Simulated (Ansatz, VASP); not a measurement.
CoO, level by level in two programs

```
CELL_PARAMETERS angstrom
-1.50800 1.50800 2.10725
1.50800 -1.50800 2.10725
1.50800 1.50800 -2.10725
ATOMIC_POSITIONS crystal
Co 0.00000 0.00000 0.00000
O 0.50000 0.50000 0.00000
```

Single points on this cell with VASP 6.6.1 and Ansatz 0.2.0. Each row is one pair of runs. Alike in all rows: k mesh: 12 × 12 × 12; Ansatz's potentials, cutoff: Ansatz PAW, 420 eV.

| level | spin | smearing | VASP's potentials, cutoff | gap on the k mesh at the Fermi level (eV), VASP | gap on the k mesh at the Fermi level (eV), Ansatz | pressure (GPa), VASP | pressure (GPa), Ansatz | net moment per atom (μB), VASP | net moment per atom (μB), Ansatz |
| --- | --- | --- | --- | --- | --- | --- | --- | --- | --- |
| PBE | off | fermi-dirac, width 0.05 eV | VASP PAW PBE potentials, release 64 (Co, O), 520 eV | none | none | -18.3 | -18.2 | - | - |
| PBE | collinear, typed start | fermi-dirac, width 0.05 eV | VASP PAW PBE potentials, release 64 (Co, O), 520 eV | none | none | -0.7 | 0.0 | 1.44 | 1.46 |
| PBEsol | collinear, typed start | fermi-dirac, width 0.05 eV | VASP PAW PBE potentials, release 64 (Co, O), 520 eV | none | none | -9.7 | -9.1 | 1.46 | 1.47 |
| RPBE | collinear, typed start | gaussian, width 0.05 eV | VASP PAW PBE potentials, release 64 (Co, O), 520 eV | none | none | 5.9 | 8.1 | 1.47 | 1.46 |
| PBEsol | collinear, typed start | gaussian, width 0.1 eV | VASP PAW PBE potentials, release 64 (Co, O), 520 eV | none | none | -9.8 | -9.1 | 1.47 | 1.48 |
| LDA | collinear, typed start | fermi-dirac, width 0.05 eV | VASP PAW LDA potentials, release 64 (Co, O), 520 eV | none | none | -19.9 | -17.8 | 1.33 | 1.43 |

Pressure (GPa): the two programs differ by at most 2.19; net moment per atom (μB): the two programs differ by at most 0.104.

VASP's potentials hold 15 valence electrons a cell and Ansatz's 23, so a difference there can come from the potentials and not from the codes.

A gap of «none» marks a metal or a gap that the smearing closes.

In some rows the two programs ended in different magnetic states.
